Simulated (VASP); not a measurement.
Crystal: Sc.

```
CELL_PARAMETERS angstrom
3.20196 0.00000 0.00000
1.50211 2.84414 0.00000
1.54899 0.92645 2.67418
ATOMIC_POSITIONS crystal
Sc 0.00000 0.00000 0.00000
```

| Property | Result |
| --- | --- |
| Program | VASP 6.6.1 |
| Task | relaxation of cell and atoms |
| Functional | PBE |
| Dispersion | D3(BJ) |
| Potentials or basis | VASP PAW PBE potentials, release 64 (Sc_sv) |
| Cutoff | 600 eV |
| k mesh | 10 × 10 × 10 |
| Occupations | methfessel-paxton, width 0.2 eV |
| Spin | no spin polarisation |

At the start: pressure -1.9 GPa; volume 24.35 Å³/atom.

**Question.** Where does the relaxation end?

**Answer.** Over 9 steps the energy falls by 10.5 meV/atom and the volume is 23.43 Å³/atom (-3.8 %); space group R-3m (No. 166, to 0.1 Å) before, Fm-3m (No. 225, to 0.1 Å).

Step by step:
| step | energy change (eV) | largest force (eV/Å) | pressure (GPa) | volume (Å³) |
| --- | --- | --- | --- | --- |
| 1 | 0.0000 | 0.0000 | -1.91 | 24.35 |
| 2 | -0.0089 | 0.0000 | 0.24 | 23.34 |
| 3 | -0.0090 | 0.0000 | 0.38 | 23.28 |
| 4 | -0.0102 | 0.0000 | 0.15 | 23.37 |
| 5 | -0.0105 | 0.0000 | 0.02 | 23.42 |
| 6 | -0.0105 | 0.0000 | 0.07 | 23.43 |
| 7 | -0.0105 | 0.0000 | -0.06 | 23.46 |
| 8 | -0.0105 | 0.0000 | 0.06 | 23.41 |
| 9 | -0.0105 | 0.0000 | -0.01 | 23.43 |

Final structure:
```yaml
crystal:
  lattice:
    - [3.21044, 0.05552, 0.01235]
    - [1.55535, 2.80924, 0.01751]
    - [1.57977, 0.94461, 2.63319]
  atoms:
    - { symbol: Sc, position: [0.00000, 0.00000, 0.00000] }
```
